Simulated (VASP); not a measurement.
# Sn (Fm-3m) in VASP: a series of runs

Runs on Sn. Level: PBE. Tasks: single point.

Program: VASP 6.6.1. These are calculated values, not measurements. Logs are shortened: lines on timing, memory, paths and dates and some standing lists are left out, and cuts for length are marked.

## 1. The cell of the first run

The structure is cubic, space group Fm-3m (No. 225). Conventional cell: a = 4.886 Å, b = 4.886 Å, c = 4.886 Å, α = 90.00°, β = 90.00°, γ = 90.00°. Within 4.5 Å of Sn (site symmetry m-3m) lie 12 Sn at 3.45 Å.

This isn't the form of Sn at room conditions, which is tetragonal (white tin).

## 2. Single point, PBE (29.16 Å³/atom)

File INCAR:

```
ALGO = Normal
EDIFF = 1E-7
ENCUT = 520
GGA = PE
ISIF = 2
ISMEAR = -1
LASPH = T
LCHARG = F
LREAL = F
LWAVE = F
NBANDS = 13
NELM = 80
PREC = Accurate
SIGMA = 0.1
```

File KPOINTS:

```
k-points
0
Gamma
  18 18 18
```

File POSCAR:

```
Sn
1.0
    0.0000000000      2.4428720844      2.4428720844
    2.4428720844      0.0000000000      2.4428720844
    2.4428720844      2.4428720844      0.0000000000
Sn
1
Direct
    0.0000000000      0.0000000000      0.0000000000
```

Potentials or basis: VASP PAW PBE potentials, release 64 (Sn_d).

The run is started by

```sh
cat potpaw_PBE.64/Sn_d/POTCAR > POTCAR
mpirun -np 1 vasp_std > vasp.out
```

OUTCAR:

```text
EDIFF = 1E-7
   ENCUT = 520
   GGA = PE
   ISIF = 2
   ISMEAR = -1
   LASPH = T
   LREAL = F
   NELM = 80
   PREC = Accurate

 ion  position               nearest neighbor table
   1  0.000  0.000  0.000-

  LATTYP: Found a face centered cubic cell.
 ALAT       =     4.8857441688

  Lattice vectors:

 A1 = (   0.0000000000,   2.4428720844,   2.4428720844)
 A2 = (   2.4428720844,   0.0000000000,   2.4428720844)
 A3 = (   2.4428720844,   2.4428720844,   0.0000000000)

Analysis of symmetry for initial positions (statically):
=====================================================================
 Subroutine PRICEL returns:
 Original cell was already a primitive cell.

 Routine SETGRP: Setting up the symmetry group for a
 face centered cubic supercell.

 Subroutine GETGRP returns: Found 48 space group operations
 (whereof 48 operations were pure point group operations)
 out of a pool of 48 trial point group operations.

The static configuration has the point symmetry O_h .

Analysis of symmetry for dynamics (positions and initial velocities):
=====================================================================
 Subroutine PRICEL returns:
 Original cell was already a primitive cell.

 Routine SETGRP: Setting up the symmetry group for a
 face centered cubic supercell.

 Subroutine GETGRP returns: Found 48 space group operations
 (whereof 48 operations were pure point group operations)
 out of a pool of 48 trial point group operations.

The dynamic configuration has the point symmetry O_h .

 Subroutine INISYM returns: Found 48 space group operations
 (whereof 48 operations are pure point group operations),
 and found     1 'primitive' translations

----------------------------------------------------------------------------------------

                                     Primitive cell

  volume of cell :      29.1563

  direct lattice vectors                    reciprocal lattice vectors
     0.000000000  2.442872084  2.442872084    -0.204677111  0.204677111  0.204677111
     2.442872084  0.000000000  2.442872084     0.204677111 -0.204677111  0.204677111
     2.442872084  2.442872084  0.000000000     0.204677111  0.204677111 -0.204677111

  length of vectors
     3.454742833  3.454742833  3.454742833     0.354511155  0.354511155  0.354511155

  position of ions in fractional coordinates (direct lattice)
     0.000000000  0.000000000  0.000000000

  ion indices of the primitive-cell ions
   primitive index   ion index
                 1           1

----------------------------------------------------------------------------------------

 KPOINTS: k-points

Automatic generation of k-mesh.
 Grid dimensions read from file:
 generate k-points for:   18   18   18

 Generating k-lattice:

  Cartesian coordinates                     Fractional coordinates (reciprocal lattice)
    -0.011370951  0.011370951  0.011370951     0.055555556  0.000000000  0.000000000
     0.011370951 -0.011370951  0.011370951     0.000000000  0.055555556  0.000000000
     0.011370951  0.011370951 -0.011370951     0.000000000  0.000000000  0.055555556

  Length of vectors
     0.019695064  0.019695064  0.019695064

  Shift w.r.t. Gamma in fractional coordinates (k-lattice)
     0.000000000  0.000000000  0.000000000

 Subroutine IBZKPT returns following result:
 ===========================================

 Found    195 irreducible k-points:

 Following reciprocal coordinates:
            Coordinates               Weight
  0.000000  0.000000  0.000000      1.000000
  0.055556  0.000000  0.000000      8.000000
  0.111111  0.000000  0.000000      8.000000
  0.166667  0.000000  0.000000      8.000000
  0.222222  0.000000  0.000000      8.000000
  0.277778  0.000000  0.000000      8.000000
[... 16 lines left out ...]
 -0.277778  0.055556  0.000000     24.000000
 -0.222222  0.055556  0.000000     24.000000
 [... further k-points ...]
   k-points           NKPTS =    195   k-points in BZ     NKDIM =    195   number of bands    NBANDS=     13
   number of dos      NEDOS =    301   number of ions     NIONS =      1
   total plane-waves  NPLWV =  21952
   dimension x,y,z NGX =    28 NGY =   28 NGZ =   28
   dimension x,y,z NGXF=    56 NGYF=   56 NGZF=   56
   ions per type =               1
   NGX,Y,Z   is equivalent  to a cutoff of  13.47, 13.47, 13.47 a.u.
   NGXF,Y,Z  is equivalent  to a cutoff of  26.95, 26.95, 26.95 a.u.
 SYSTEM =  unknown system
   PREC   = accura    normal or accurate (medium, high low for compatibility)
   ISTART =      0    job   : 0-new  1-cont  2-samecut
   ICHARG =      2    charge: 1-file 2-atom 10-const
   ISPIN  =      1    spin polarized calculation?
   LNONCOLLINEAR =      F non collinear calculations
   LSORBIT =      F    spin-orbit coupling
   LASPH  =      T    aspherical Exc in radial PAW
   ENCUT  =  520.0 eV  38.22 Ry    6.18 a.u.   6.42  6.42  6.42*2*pi/ulx,y,z
   NELM   =     80;   NELMIN=  2; NELMDL= -5     # of ELM steps
   EDIFF  = 0.1E-06   stopping-criterion for ELM
   LREAL  =      F    real-space projection
   EDIFFG = 0.1E-05   stopping-criterion for IOM
   NSW    =      0    number of steps for IOM
   IBRION =     -1    ionic relax: 0-MD 1-quasi-New 2-CG
   NFREE  =      0    steps in history (QN), initial steepest desc. (CG)
   ISIF   =      2    stress and relaxation
   ISYM   =      2    0-nonsym 1-usesym 2-fastsym
   POTIM  = 0.5000    time-step for ionic-motion
   TEBEG  =    0.0;   TEEND  =   0.0 temperature during run
   PSTRESS=    0.0 pullay stress
   NELECT =      14.0000    total number of electrons
   NUPDOWN=      -1.0000    fix difference up-down
   EMIN   =  10.00;   EMAX   =-10.00  energy-range for DOS
   EFERMI =   0.00;   METHOD = LEGACY
   ISMEAR =    -1;   SIGMA  =   0.10  broadening in eV -4-tet -1-fermi 0-gaus
   EFERMI_NEDOS =   21; number of points for ismear=-14 and -15
   IALGO  =     38    algorithm
   IMIX   =      4    mixing-type and parameters
     AMIX     =   0.40;   BMIX     =  1.00
     AMIX_MAG =   1.60;   BMIX_MAG =  1.00
  volume/ion in A,a.u.               =      29.16       196.76
  Fermi-wavevector in a.u.,A,eV,Ry     =   1.281957  2.422547 22.360001  1.643414
  Thomas-Fermi vector in A             =   2.414297
   LORBIT       =      0    0 simple, 1 ext, 2 COOP (PROOUT), +10 PAW based schemes
   GGA     = PE    functional components
   LHFCALC =     F    Hartree Fock is set to
   AEXX    =    0.0000 exact exchange contribution
   IVDW    =     0    specifies the selected vdW correction
   LEPSILON=     F    determine dielectric tensor
   LRPA    =     F    only Hartree local field effects (RPA)
 non-spin polarized calculation
  energy-cutoff  :      520.00
  volume of cell :       29.16
 maximum number of plane-waves:       801
 NGX is ok and might be reduce to    28
   NGX = 13   NGY = 13   NGZ = 13

 number of electron      13.9999997 magnetization

 Free energy of the ion-electron system (eV)
  ---------------------------------------------------
  ext. energy  EPLUGINS =         0.00000000
  ---------------------------------------------------
  free energy    TOTEN  =        -3.78741981 eV

  energy without entropy =       -3.76774954  energy(sigma->0) =       -3.77758467

 E-fermi :   7.3220     XC(G=0): -10.0387

 val. band max:        7.3102465513   @ k =  -0.2222   0.2222   0.0000
 cond. band min:       7.3386276758   @ k =  -0.4444   0.3889   0.1667
 fundamental gap:      0.0283811245
 Fermi energy:         7.3220176679

 k-point     1 :       0.0000    0.0000    0.0000
  band No.  band energies     occupation
      1     -14.2199      2.00000
      2     -14.2199      2.00000
      3     -14.2199      2.00000
      4     -14.1591      2.00000
      5     -14.1591      2.00000
      6      -3.3257      2.00000
      7      14.4520      0.00000
      8      14.4520      0.00000
      9      14.4520      0.00000
     10      17.8389      0.00000
     11      18.7299      0.00000
     12      18.7299      0.00000
     13      18.7299      0.00000

 k-point     2 :       0.0556    0.0000    0.0000
  band No.  band energies     occupation
      1     -14.2197      2.00000
      2     -14.2178      2.00000
      3     -14.2178      2.00000
      4     -14.1592      2.00000
      5     -14.1592      2.00000
      6      -3.2659      2.00000
      7      13.7856      0.00000
      8      14.3602      0.00000
      9      14.3602      0.00000
     10      17.3690      0.00000
     11      18.8907      0.00000
     12      18.8907      0.00000
     13      19.6697      0.00000

 k-point     3 :       0.1111    0.0000    0.0000
  band No.  band energies     occupation
      1     -14.2190      2.00000
      2     -14.2124      2.00000
      3     -14.2124      2.00000
      4     -14.1588      2.00000
      5     -14.1588      2.00000
      6      -3.0864      2.00000
      7      12.3275      0.00000
      8      14.1251      0.00000
      9      14.1251      0.00000
     10      17.0098      0.00000
     11      19.3016      0.00000
     12      19.3016      0.00000
     13      20.4931      0.00000

 k-point     4 :       0.1667    0.0000    0.0000
  band No.  band energies     occupation
      1     -14.2182      2.00000
      2     -14.2066      2.00000
      3     -14.2066      2.00000
      4     -14.1557      2.00000
      5     -14.1557      2.00000
      6      -2.7876      2.00000
      7      10.6667      0.00000
      8      13.8237      0.00000
      9      13.8237      0.00000
     10      16.7800      0.00000
     11      19.6386      0.00000
     12      19.6386      0.00000
     13      20.4526      0.00000

 k-point     5 :       0.2222    0.0000    0.0000
  band No.  band energies     occupation
      1     -14.2173      2.00000
      2     -14.2037      2.00000
      3     -14.2037      2.00000
      4     -14.1475      2.00000
      5     -14.1475      2.00000
      6      -2.3703      2.00000
      7       9.0096      0.00000
      8      13.5164      0.00000
      9      13.5164      0.00000
     10      16.6281      0.00000
     11      19.3124      0.00000
     12      19.3124      0.00000
     13      19.7509      0.00000

 k-point     6 :       0.2778    0.0000    0.0000
  band No.  band energies     occupation
      1     -14.2166      2.00000
      2     -14.2047      2.00000
      3     -14.2047      2.00000
      4     -14.1347      2.00000
      5     -14.1347      2.00000
      6      -1.8377      2.00000
      7       7.4265      0.52028
      8      13.2389      0.00000
      9      13.2389      0.00000
     10      16.5505      0.00000
     11      18.7612      0.00000
     12      18.7612      0.00000
     13      19.0474      0.00000

 k-point     7 :       0.3333    0.0000    0.0000
  band No.  band energies     occupation
      1     -14.2162      2.00000
      2     -14.2077      2.00000
      3     -14.2077      2.00000
      4     -14.1205      2.00000
      5     -14.1205      2.00000
      6      -1.1983      2.00000
      7       5.9539      2.00000
      8      13.0107      0.00000
      9      13.0107      0.00000
     10      16.5500      0.00000
     11      18.2790      0.00000
     12      18.2790      0.00000
     13      18.4195      0.00000
[... 193 lines left out ...]
 k-point    20 :      -0.4444    0.0556    0.0000
  band No.  band energies     occupation
      1     -14.2149      2.00000
      2     -14.2132      2.00000
      3     -14.2108      2.00000
      4     -14.1002      2.00000
      5     -14.0991      2.00000
      6       0.4865      2.00000
      7       3.3391      2.00000
      8      12.0817      0.00000
      9      12.6648      0.00000
     10      16.4645      0.00000
     11      17.2888      0.00000
     12      17.8055      0.00000
     13      18.9158      0.00000

 k-point    21 :      -0.3889    0.0556    0.0000
  band No.  band energies     occupation
      1     -14.2143      2.00000
      2     -14.2118      2.00000
      3     -14.2093      2.00000
      4     -14.1094      2.00000
      5     -14.1029      2.00000
      6      -0.1778      2.00000
      7       4.2861      2.00000
      8      12.0325      0.00000
      9      12.9010      0.00000
     10      16.6857      0.00000
     11      17.2491      0.00000
     12      17.8236      0.00000
     13      19.2415      0.00000

 k-point    22 :      -0.3333    0.0556    0.0000
  band No.  band energies     occupation
      1     -14.2151      2.00000
      2     -14.2082      2.00000
      3     -14.2064      2.00000
      4     -14.1227      2.00000
      5     -14.1116      2.00000
      6      -0.9130      2.00000
      7       5.5429      2.00000
      8      12.0705      0.00000
      9      13.1960      0.00000
     10      16.8326      0.00000
     11      17.4590      0.00000
     12      17.9869      0.00000
     13      19.6902      0.00000

 k-point    23 :      -0.2778    0.0556    0.0000
  band No.  band energies     occupation
      1     -14.2162      2.00000
      2     -14.2044      2.00000
      3     -14.2032      2.00000
      4     -14.1380      2.00000
      5     -14.1234      2.00000
      6      -1.5832      2.00000
      7       6.9673      1.94401
      8      12.1979      0.00000
      9      13.5298      0.00000
     10      16.8852      0.00000
     11      17.9417      0.00000
     12      18.2957      0.00000
     13      20.2203      0.00000

 k-point    24 :      -0.2222    0.0556    0.0000
  band No.  band energies     occupation
      1     -14.2176      2.00000
      2     -14.2019      2.00000
      3     -14.2014      2.00000
      4     -14.1520      2.00000
      5     -14.1362      2.00000
      6      -2.1524      2.00000
      7       8.5111      0.00001
      8      12.4131      0.00000
      9      13.8755      0.00000
     10      16.9423      0.00000
     11      18.5846      0.00000
     12      18.7321      0.00000
     13      20.6490      0.00000

 [... further k-points ...]
[... 5 lines left out ...]
  --------------------------------------------------------------------------------------
  -------------------------------------------------------------------------------------
  Total       -0.3196828     -0.3196828     -0.3196828     -0.0000000     -0.0000000     -0.0000000
  in kB      -17.5670021    -17.5670021    -17.5670021     -0.0000000     -0.0000000     -0.0000000
  external PRESSURE =     -17.5670021 kB  Pullay stress =       0.0000000 kB

 VOLUME and BASIS-vectors are now :
 -----------------------------------------------------------------------------
  energy-cutoff  :      520.00
  volume of cell :       29.16
      direct lattice vectors                 reciprocal lattice vectors
     0.000000000  2.442872084  2.442872084    -0.204677111  0.204677111  0.204677111
     2.442872084  0.000000000  2.442872084     0.204677111 -0.204677111  0.204677111
     2.442872084  2.442872084  0.000000000     0.204677111  0.204677111 -0.204677111

 POSITION                                       TOTAL-FORCE (eV/Angst)
 -----------------------------------------------------------------------------------
      0.00000      0.00000      0.00000         0.000000      0.000000      0.000000
 -----------------------------------------------------------------------------------
    total drift:                               -0.000000     -0.000000     -0.000000

  FREE ENERGIE OF THE ION-ELECTRON SYSTEM (eV)
  ---------------------------------------------------
  free  energy   TOTEN  =        -3.7874198067 eV

  energy  without entropy=       -3.7677495387  energy(sigma->0) =       -3.77758467
```

Wall time 48 s (1 thread of Intel Xeon Platinum 8259CL at 2.50GHz (Skylake/Cascade Lake), shared host); peak memory 0.2 GiB.

What came out:

| Item | Value |
| --- | --- |
| Free energy | -3.7874 eV |
| Pressure | -1.8 GPa |
| Band gap on the k mesh | zero (bands 7 and 8 overlap by 8.90 eV) |

Caveat: spin-orbit coupling is left out, which moves the levels of the heavy elements.

(Part 1 of 2 ends here.)

The gap in the log of VASP goes by the Fermi energy; the results here count the filled bands.